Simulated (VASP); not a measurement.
ScAl, 2 atoms in the cell. It takes space group Pm-3m (No. 221, cubic). The conventional cell has a = 3.410 Å, b = 3.410 Å, c = 3.410 Å, α = 90.00°, β = 90.00°, γ = 90.00°. Within 3.9 Å of Sc (site symmetry m-3m) lie 8 Al at 2.95 Å and 6 Sc at 3.41 Å. Within 3.9 Å of Al (site symmetry m-3m) lie 8 Sc at 2.95 Å and 6 Al at 3.41 Å.  This cell differs from its parent crystal: volume scaled by 1.06.

| Property | Result |
| --- | --- |
| Program | VASP 6.6.1 |
| Task | single point |
| Functional | PBEsol |
| Potentials or basis | VASP PAW PBE potentials, release 64 (Sc_sv, Al) |
| Cutoff | 520 eV |
| k mesh | 12 × 12 × 12 |
| Occupations | gaussian, width 0.1 eV |
| Spin | no spin polarisation |
| Dipole correction | no |
| Further INCAR settings | ALGO = Normal; EDIFF = 1e-06; NBANDS = 14 |

Potentials or basis: VASP PAW PBE potentials, release 64 (Sc_sv, Al).

Command:

```console
$ cat potpaw_PBE.64/Sc_sv/POTCAR potpaw_PBE.64/Al/POTCAR > POTCAR
$ mpirun -np 1 vasp_std > vasp.out
```

Hardware: 1 thread of Intel(R) Xeon(R) 6975P-C (Granite Rapids), with other jobs on the host.

Problem. Estimate the wall time of this run.

Solution. Wall time 18 s on 1 thread of Intel(R) Xeon(R) 6975P-C (Granite Rapids), with other jobs on the host, peak memory 0.18 GiB. Counts: scf iterations 12, k points 84.
